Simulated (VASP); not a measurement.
# TiSi2 (P4mm) in VASP: further runs

Runs on TiSi2. Level: PBE. Tasks: single point.

All numbers are computed with VASP 6.6.1; they aren't measurements. Logs are shortened: lines on timing, memory, paths and dates and some standing lists are left out, and cuts for length are marked.

### 1 The cell of the first run

The structure is tetragonal, space group P4mm (No. 99). The conventional cell has a = 4.560 Å, b = 4.560 Å, c = 5.135 Å, α = 90.00°, β = 90.00°, γ = 90.00°. Ti (site symmetry 2mm) has 6 Si at 2.53 to 2.65 Å and 4 Ti at 3.22 Å within 3.3 Å. Si (site symmetry 2mm) has 2 Ti at 2.53 to 2.60 Å and 8 Si at 2.57 to 3.22 Å within 3.3 Å. Si (site symmetry 4mm) has 8 Si at 2.57 to 3.22 Å and 4 Ti at 2.65 Å within 3.4 Å. Si (site symmetry 4mm) has 8 Si at 2.58 to 3.22 Å and 4 Ti at 2.64 Å within 3.4 Å.

### 2 Single point, PBE

The input, INCAR:

```
SYSTEM = TiSi2
PREC = Accurate ; ENCUT = 520
EDIFF = 1E-7 ; ISMEAR = 0
SIGMA = 0.1 ; LREAL = .False.
LASPH = .True. ; NELM = 100
ALGO = Normal ; ISIF = 2
LWAVE = .False. ; LCHARG = .False.
GGA = PE ; NBANDS = 29
```

The input, KPOINTS:

```
regular mesh
0
Gamma
  4 4 4
  0 0 0
```

The input, POSCAR:

```
TiSi2
1.0
    4.5604617641      0.0000000000      0.0000000000
    0.0000000000      4.5604617641      0.0000000000
    0.0000000000      0.0000000000      5.1348685092
Ti Si
2 4
Direct
    0.0000000000      0.5000000000      0.7139942659
    0.5000000000      0.0000000000      0.7139942659
    0.0000000000      0.5000000000      0.2074250918
    0.5000000000      0.0000000000      0.2074250918
    0.0000000000      0.0000000000     -0.0236140388
    0.5000000000      0.5000000000      0.9723554633
```

Potentials or basis: VASP PAW PBE potentials, release 64 (Ti_sv, Si).

The run is started by

```bash
> cat potpaw_PBE.64/Ti_sv/POTCAR potpaw_PBE.64/Si/POTCAR > POTCAR
> mpirun -np 1 vasp_std > vasp.out
```

OUTCAR:

```text
SYSTEM = TiSi2
   PREC = Accurate
   ENCUT = 520
   EDIFF = 1E-7
   ISMEAR = 0
   LREAL = .False.
   LASPH = .True.
   NELM = 100
   ISIF = 2
   GGA = PE

 ion  position               nearest neighbor table
   1  0.000  0.500  0.714-   3 2.53   3 2.60   6 2.64   6 2.64   5 2.65   5 2.65
   2  0.500  0.000  0.714-   4 2.53   4 2.60   6 2.64   6 2.64   5 2.65   5 2.65
   3  0.000  0.500  0.207-   1 2.53   5 2.57   5 2.57   6 2.58   6 2.58   1 2.60
   4  0.500  0.000  0.207-   2 2.53   5 2.57   5 2.57   6 2.58   6 2.58   2 2.60
   5  0.000  0.000  0.976-   3 2.57   4 2.57   3 2.57   4 2.57   1 2.65   1 2.65   2 2.65   2 2.65

   6  0.500  0.500  0.972-   3 2.58   4 2.58   4 2.58   3 2.58   2 2.64   1 2.64   1 2.64   2 2.64

  LATTYP: Found a simple tetragonal cell.
 ALAT       =     4.5604617641
 C/A-ratio  =     1.1259536369

  Lattice vectors:

 A1 = (   4.5604617641,   0.0000000000,   0.0000000000)
 A2 = (   0.0000000000,   4.5604617641,   0.0000000000)
 A3 = (   0.0000000000,   0.0000000000,   5.1348685092)

Analysis of symmetry for initial positions (statically):
=====================================================================
 Subroutine PRICEL returns:
 Original cell was already a primitive cell.

 Routine SETGRP: Setting up the symmetry group for a
 simple tetragonal supercell.

 Subroutine GETGRP returns: Found  8 space group operations
 (whereof  8 operations were pure point group operations)
 out of a pool of 16 trial point group operations.

The static configuration has the point symmetry C_4v.

Analysis of symmetry for dynamics (positions and initial velocities):
=====================================================================
 Subroutine PRICEL returns:
 Original cell was already a primitive cell.

 Routine SETGRP: Setting up the symmetry group for a
 simple tetragonal supercell.

 Subroutine GETGRP returns: Found  8 space group operations
 (whereof  8 operations were pure point group operations)
 out of a pool of 16 trial point group operations.

The dynamic configuration has the point symmetry C_4v.

 Subroutine INISYM returns: Found  8 space group operations
 (whereof  8 operations are pure point group operations),
 and found     1 'primitive' translations

----------------------------------------------------------------------------------------

                                     Primitive cell

[... 92 lines left out ...]
   LREAL  =      F    real-space projection
   EDIFFG = 0.1E-05   stopping-criterion for IOM
   NSW    =      0    number of steps for IOM
   IBRION =     -1    ionic relax: 0-MD 1-quasi-New 2-CG
   NFREE  =      0    steps in history (QN), initial steepest desc. (CG)
   ISIF   =      2    stress and relaxation
   ISYM   =      2    0-nonsym 1-usesym 2-fastsym
   POTIM  = 0.5000    time-step for ionic-motion
   TEBEG  =    0.0;   TEEND  =   0.0 temperature during run
   PSTRESS=    0.0 pullay stress
   NELECT =      40.0000    total number of electrons
   NUPDOWN=      -1.0000    fix difference up-down
   EMIN   =  10.00;   EMAX   =-10.00  energy-range for DOS
   EFERMI =   0.00;   METHOD = LEGACY
   ISMEAR =     0;   SIGMA  =   0.10  broadening in eV -4-tet -1-fermi 0-gaus
   EFERMI_NEDOS =   21; number of points for ismear=-14 and -15
   IALGO  =     38    algorithm
   IMIX   =      4    mixing-type and parameters
     AMIX     =   0.40;   BMIX     =  1.00
     AMIX_MAG =   1.60;   BMIX_MAG =  1.00
  volume/ion in A,a.u.               =      17.80       120.11
  Fermi-wavevector in a.u.,A,eV,Ry     =   1.180083  2.230033 18.947413  1.392596
  Thomas-Fermi vector in A             =   2.316382
   LORBIT       =      0    0 simple, 1 ext, 2 COOP (PROOUT), +10 PAW based schemes
   GGA     = PE    functional components
   LHFCALC =     F    Hartree Fock is set to
   AEXX    =    0.0000 exact exchange contribution
   IVDW    =     0    specifies the selected vdW correction
   LEPSILON=     F    determine dielectric tensor
   LRPA    =     F    only Hartree local field effects (RPA)
 non-spin polarized calculation
 Gauss-broadening in eV      SIGMA  =   0.10
  energy-cutoff  :      520.00
  volume of cell :      106.79
 maximum number of plane-waves:      2888
 NGX is ok and might be reduce to    36

 number of electron      40.0000014 magnetization

 Free energy of the ion-electron system (eV)
  ---------------------------------------------------
  ext. energy  EPLUGINS =         0.00000000
  ---------------------------------------------------
  free energy    TOTEN  =       -36.21548037 eV

  energy without entropy =      -36.18284165  energy(sigma->0) =      -36.19916101

 E-fermi :   7.4192     XC(G=0): -10.4679

 val. band max:        7.4022998340   @ k =   0.5000   0.0000   0.2500
 cond. band min:       7.4300586803   @ k =   0.5000   0.0000   0.2500
 fundamental gap:      0.0277588463
 Fermi energy:         7.4191574163

 k-point     1 :       0.0000    0.0000    0.0000
  band No.  band energies     occupation
      1     -49.4780      2.00000
      2     -49.4547      2.00000
      3     -25.7986      2.00000
      4     -25.7986      2.00000
      5     -25.7888      2.00000
      6     -25.7578      2.00000
[... 565 lines left out ...]
     28      11.8003      0.00000
     29      12.1745      0.00000

------------------------ aborting loop because EDIFF is reached ----------------------------------------

  FORCE on cell =-STRESS in cart. coord.  units (eV):
  Direction    XX          YY          ZZ          XY          YZ          ZX
  --------------------------------------------------------------------------------------
  -------------------------------------------------------------------------------------
  Total        0.0063939      0.0063939     -0.0335629      0.0000000     -0.0000000      0.0000000
  in kB        0.0959249      0.0959249     -0.5035273      0.0000000     -0.0000000      0.0000000
  external PRESSURE =      -0.1038925 kB  Pullay stress =       0.0000000 kB

 VOLUME and BASIS-vectors are now :
 -----------------------------------------------------------------------------
  energy-cutoff  :      520.00
  volume of cell :      106.79
      direct lattice vectors                 reciprocal lattice vectors
     4.560461764  0.000000000  0.000000000     0.219276041  0.000000000  0.000000000
     0.000000000  4.560461764  0.000000000     0.000000000  0.219276041  0.000000000
     0.000000000  0.000000000  5.134868509     0.000000000  0.000000000  0.194746954

 POSITION                                       TOTAL-FORCE (eV/Angst)
 -----------------------------------------------------------------------------------
      0.00000      2.28023      3.66627         0.000000     -0.000000     -0.002179
      2.28023      0.00000      3.66627         0.000000      0.000000     -0.002179
      0.00000      2.28023      1.06510         0.000000      0.000000     -0.000100
      2.28023      0.00000      1.06510         0.000000      0.000000     -0.000100
      0.00000      0.00000      5.01361        -0.000000      0.000000     -0.011133
      2.28023      2.28023      4.99292         0.000000      0.000000      0.015691
 -----------------------------------------------------------------------------------
    total drift:                                0.000000     -0.000000     -0.000530

  FREE ENERGIE OF THE ION-ELECTRON SYSTEM (eV)
  ---------------------------------------------------
  free  energy   TOTEN  =       -36.2154803694 eV

  energy  without entropy=      -36.1828416528  energy(sigma->0) =      -36.19916101
```

stdout:

```text
POSCAR found type information on POSCAR TiSi
 POSCAR found :  2 types and       6 ions
 scaLAPACK will be used
 LDA part: xc-table for (Slater+PW92), standard interpolation
 POSCAR, INCAR and KPOINTS ok, starting setup
 FFT: planning ... GRIDC
 FFT: planning ... GRID_SOFT
 FFT: planning ... GRID
 WAVECAR not read
 entering main loop
```

Run time: 62 s. Hardware: 1 thread of Intel Xeon Platinum 8488C (Sapphire Rapids), shared host; peak memory 0.23 GiB.

What came out:

| Property | Result |
| --- | --- |
| Free energy | -36.2155 eV |
| Pressure | 0.0 GPa |
| Largest force | 0.016 eV/Å |
| Band gap on the k mesh | zero (band 20 reaches 7.62 eV, above the bottom of band 21 at 7.05 eV) |

Forces on the atoms (eV/Å):
```
Ti   0.000  0.000 -0.002
Ti   0.000  0.000 -0.002
Si   0.000  0.000  0.000
Si   0.000  0.000  0.000
Si   0.000  0.000 -0.011
Si   0.000  0.000  0.016
```

Levels at points of the mesh, in eV from the Fermi level:
| k point | band 18 | band 19 | band 20 | band 21 | band 22 | band 23 |
| --- | --- | --- | --- | --- | --- | --- |
| (0.00, 0.00, 0.00) | -0.60 | -0.60 | -0.37 | -0.37 | 0.46 | 0.60 |
| (0.50, 0.00, 0.00) | -1.86 | -0.07 | -0.04 | 0.37 | 0.38 | 0.77 |
| (0.50, 0.50, 0.00) | -0.80 | -0.47 | -0.44 | 0.14 | 0.14 | 1.09 |
| (0.00, 0.00, 0.50) | -0.78 | -0.72 | -0.72 | 0.47 | 0.47 | 1.56 |
| (0.50, 0.00, 0.50) | -1.65 | -0.09 | -0.06 | 0.04 | 0.04 | 1.01 |
| (0.50, 0.50, 0.50) | -0.88 | 0.20 | 0.20 | 0.64 | 0.65 | 0.72 |

### 3 Single point, PBE

This run uses another cell than the first one, of 18.03 Å³/atom, 1.013 times its volume.

The input, INCAR:

```
SYSTEM = TiSi2
PREC = Accurate
ENCUT = 520
EDIFF = 1E-7
ISMEAR = 0
SIGMA = 0.1
LREAL = .False.
LASPH = .True.
NELM = 80
ALGO = Normal
ISIF = 2
LWAVE = .False.
LCHARG = .False.
GGA = PE
NBANDS = 29
```

KPOINTS is that of step 2.

The input, POSCAR:

```
TiSi2
1.0
    4.2436258100      0.0000000000      0.0000000000
    0.0000000000      4.2436258100      0.0000000000
    0.0000000000      0.0000000000      6.0069598100
Ti Si
2 4
Direct
    0.0000000000      0.5000000000      0.7857397200
    0.5000000000      0.0000000000      0.7857397200
    0.0000000000      0.5000000000      0.1519894300
    0.5000000000      0.0000000000      0.1519894300
    0.0000000000      0.0000000000      0.1378132400
    0.5000000000      0.5000000000      0.7783086000
```

Potentials or basis: VASP PAW PBE potentials, release 64 (Ti_sv, Si).

The run is started by

```bash
> cat potpaw_PBE.64/Ti_sv/POTCAR potpaw_PBE.64/Si/POTCAR > POTCAR
> mpirun -np 1 vasp_std > vasp.out
```

OUTCAR:

```text
SYSTEM = TiSi2
   PREC = Accurate
   ENCUT = 520
   EDIFF = 1E-7
   ISMEAR = 0
   LREAL = .False.
   LASPH = .True.
   NELM = 80
   ISIF = 2
   GGA = PE

 ion  position               nearest neighbor table
   1  0.000  0.500  0.786-   6 2.12   6 2.12   3 2.20   5 3.00   5 3.00
   2  0.500  0.000  0.786-   6 2.12   6 2.12   4 2.20   5 3.00   5 3.00
   3  0.000  0.500  0.152-   5 2.12   5 2.12   1 2.20   4 3.00   4 3.00   4 3.00   4 3.00   6 3.09
                             6 3.09
   4  0.500  0.000  0.152-   5 2.12   5 2.12   2 2.20   3 3.00   3 3.00   3 3.00   3 3.00   6 3.09
                             6 3.09
[... 779 lines left out ...]
  Total       30.8340873     30.8340873     12.0156684      0.0000000      0.0000000      0.0000000
  in kB      456.6808389    456.6808389    177.9629629      0.0000000      0.0000000      0.0000000
  external PRESSURE =     363.7748802 kB  Pullay stress =       0.0000000 kB

 VOLUME and BASIS-vectors are now :
 -----------------------------------------------------------------------------
  energy-cutoff  :      520.00
  volume of cell :      108.18
      direct lattice vectors                 reciprocal lattice vectors
     4.243625810  0.000000000  0.000000000     0.235647544  0.000000000  0.000000000
     0.000000000  4.243625810  0.000000000     0.000000000  0.235647544  0.000000000
     0.000000000  0.000000000  6.006959810     0.000000000  0.000000000  0.166473563

 POSITION                                       TOTAL-FORCE (eV/Angst)
 -----------------------------------------------------------------------------------
      0.00000      2.12181      4.71991         0.000000      0.000000     -3.851949
      2.12181      0.00000      4.71991         0.000000      0.000000     -3.851949
      0.00000      2.12181      0.91299         0.000000      0.000000      4.270619
      2.12181      0.00000      0.91299        -0.000000      0.000000      4.270619
      0.00000      0.00000      0.82784         0.000000      0.000000     -1.104179
      2.12181      2.12181      4.67527         0.000000     -0.000000      0.266840
 -----------------------------------------------------------------------------------
    total drift:                                0.000000      0.000000     -0.000279

  FREE ENERGIE OF THE ION-ELECTRON SYSTEM (eV)
  ---------------------------------------------------
  free  energy   TOTEN  =       -27.5478455717 eV

  energy  without entropy=      -27.5240806818  energy(sigma->0) =      -27.53596313
```

OSZICAR:

```text
N       E                     dE             d eps       ncg     rms          rms(c)
DAV:   1     0.411278634079E+03    0.41128E+03   -0.18797E+04  1044   0.139E+03
DAV:   2     0.168904483322E+02   -0.39439E+03   -0.38322E+03  1059   0.413E+02
DAV:   3    -0.274844186473E+02   -0.44375E+02   -0.43294E+02  1801   0.120E+02
DAV:   4    -0.322117064749E+02   -0.47273E+01   -0.46958E+01  1579   0.336E+01
DAV:   5    -0.324670517605E+02   -0.25535E+00   -0.25529E+00  1545   0.672E+00    0.214E+01
DAV:   6    -0.287151590461E+02    0.37519E+01   -0.34926E+01  1489   0.375E+01    0.957E+00
DAV:   7    -0.279366465753E+02    0.77851E+00   -0.12797E+01  1427   0.232E+01    0.743E+00
DAV:   8    -0.275254676643E+02    0.41118E+00   -0.17901E+00  1390   0.803E+00    0.303E+00
DAV:   9    -0.275539278474E+02   -0.28460E-01   -0.33530E-01  1659   0.311E+00    0.108E+00
DAV:  10    -0.275472816423E+02    0.66462E-02   -0.91478E-02  1550   0.168E+00    0.359E-01
DAV:  11    -0.275480985232E+02   -0.81688E-03   -0.73616E-03  1585   0.571E-01    0.264E-01
DAV:  12    -0.275478377113E+02    0.26081E-03   -0.28338E-03  1367   0.373E-01    0.322E-02
DAV:  13    -0.275478423540E+02   -0.46426E-05   -0.10334E-04  1390   0.796E-02    0.166E-02
DAV:  14    -0.275478452239E+02   -0.28699E-05   -0.13025E-05  1627   0.242E-02    0.694E-03
DAV:  15    -0.275478453998E+02   -0.17597E-06   -0.76981E-06  1625   0.183E-02    0.306E-03
DAV:  16    -0.275478455085E+02   -0.10862E-06   -0.73316E-07  1251   0.545E-03    0.998E-04
DAV:  17    -0.275478455717E+02   -0.63216E-07   -0.43327E-08   782   0.175E-03
   1 F= -.27547846E+02 E0= -.27535963E+02  d E =-.237649E-01
```

stdout:

```text
POSCAR found type information on POSCAR TiSi
 POSCAR found :  2 types and       6 ions
 scaLAPACK will be used
 LDA part: xc-table for (Slater+PW92), standard interpolation
 POSCAR, INCAR and KPOINTS ok, starting setup
 FFT: planning ... GRIDC
 FFT: planning ... GRID_SOFT
 FFT: planning ... GRID
 WAVECAR not read
 entering main loop
```

It took 65 s on 1 thread of Intel Xeon Platinum 8488C (Sapphire Rapids), shared host; peak memory 0.22 GiB.

Results:

* Free energy: -27.5478 eV
* Pressure: 36.4 GPa
* Largest force: 4.271 eV/Å
* Band gap on the k mesh: zero (band 20 reaches 7.20 eV, above the bottom of band 21 at 6.85 eV)

Forces in eV/Å, atoms in the order of the input:
```
Ti   0.000  0.000 -3.852
Ti   0.000  0.000 -3.852
Si   0.000  0.000  4.271
Si   0.000  0.000  4.271
Si   0.000  0.000 -1.104
Si   0.000  0.000  0.267
```

Stress tensor (GPa, compression positive):
```
45.67  0.00  0.00
 0.00 45.67  0.00
 0.00  0.00 17.80
```

Caveat: the k points lie up to 0.37 Å⁻¹ apart; forces of over 1 eV/Å act on the atoms, so gaps and moduli don't describe the material at rest.

### 4 Single point, PBE, collinear spin, ferromagnetic start

This run uses another cell than the first one: it holds 3 atoms, not 6.

The input, INCAR:

```
SYSTEM = TiSi2
PREC = Accurate
ENCUT = 520
EDIFF = 1E-7
ISMEAR = 0
SIGMA = 0.1
LREAL = .FALSE.
LASPH = .TRUE.
NELM = 150
ALGO = Normal
ISIF = 2
LWAVE = .FALSE.
LCHARG = .TRUE.
ISPIN = 2
MAGMOM = 1 0 0
LORBIT = 11
LMAXMIX = 4
GGA = PE
LELF = .TRUE.
LVHAR = .TRUE.
NBANDS = 21
```

The input, KPOINTS:

```
regular mesh
0
G
  6 6 4
  0 0 0
```

The input, POSCAR:

```
TiSi2
1.0
    3.2247334387      0.0000000000      0.0000000000
    0.0000000000      3.2247334387      0.0000000000
    0.0000000000      0.0000000000      5.1348685092
Ti Si
1 2
Direct
    0.5000000000      0.5000000000      0.2860057341
    0.5000000000      0.5000000000      0.7925749082
    0.0000000000      0.0000000000      0.0256292877
```

The run is started by

```bash
> cat potpaw_PBE.64/Ti_sv/POTCAR potpaw_PBE.64/Si/POTCAR > POTCAR
> mpirun -np 1 vasp_std > vasp.out
```

It took 61 s on 1 thread of Intel Xeon Platinum 8488C (Sapphire Rapids), shared host; peak memory 0.2 GiB.

Results (log left out):

* Free energy: -18.1536 eV
* Pressure: -0.1 GPa
* Largest force: 0.199 eV/Å
* Band gap on the k mesh: zero (filled and empty bands overlap)
* Net moment: 0.00 μB per cell
* Valence electrons inside the program's atomic spheres: Ti 10.25; Si 1.62, 1.66

Forces in eV/Å, atoms in the order of the input:
```
Ti   0.000  0.000  0.199
Si   0.000  0.000 -0.139
Si   0.000  0.000 -0.059
```

Stress tensor (GPa, compression positive):
```
-0.82  0.00  0.00
 0.00 -0.82  0.00
 0.00  0.00  1.24
```

Levels at points of the mesh, in eV from the Fermi level:
Spin up:
| k point | band 7 | band 8 | band 9 | band 10 | band 11 | band 12 | band 13 | band 14 |
| --- | --- | --- | --- | --- | --- | --- | --- | --- |
| (0.00, 0.00, 0.00) | -3.28 | -0.91 | -0.42 | -0.42 | 0.57 | 1.86 | 1.92 | 1.92 |
| (0.50, 0.00, 0.00) | -2.59 | -2.47 | -0.82 | -0.46 | 0.11 | 1.05 | 1.87 | 3.66 |
| (0.50, 0.50, 0.00) | -5.11 | -5.11 | -1.17 | -0.62 | -0.62 | 0.44 | 2.47 | 2.66 |
| (0.00, 0.00, 0.50) | -2.30 | -0.82 | -0.76 | -0.76 | 1.86 | 2.89 | 3.06 | 3.06 |
| (0.50, 0.00, 0.50) | -3.95 | -3.29 | -0.91 | 0.17 | 0.63 | 0.69 | 2.80 | 4.35 |
| (0.50, 0.50, 0.50) | -5.23 | -5.23 | -1.92 | -1.88 | 0.45 | 0.45 | 1.53 | 1.53 |
Spin down:
```tsv
k point	band 8	band 9	band 10	band 11	band 12	band 13
(0.00, 0.00, 0.00)	-0.91	-0.42	-0.42	0.57	1.86	1.92
(0.50, 0.00, 0.00)	-2.47	-0.82	-0.46	0.11	1.05	1.87
(0.50, 0.50, 0.00)	-5.11	-1.17	-0.62	-0.62	0.44	2.47
(0.00, 0.00, 0.50)	-0.82	-0.76	-0.76	1.86	2.89	3.06
(0.50, 0.00, 0.50)	-3.29	-0.91	0.17	0.63	0.69	2.80
(0.50, 0.50, 0.50)	-5.23	-1.91	-1.88	0.45	0.45	1.53
```

(Continued in part 2 of 2.)
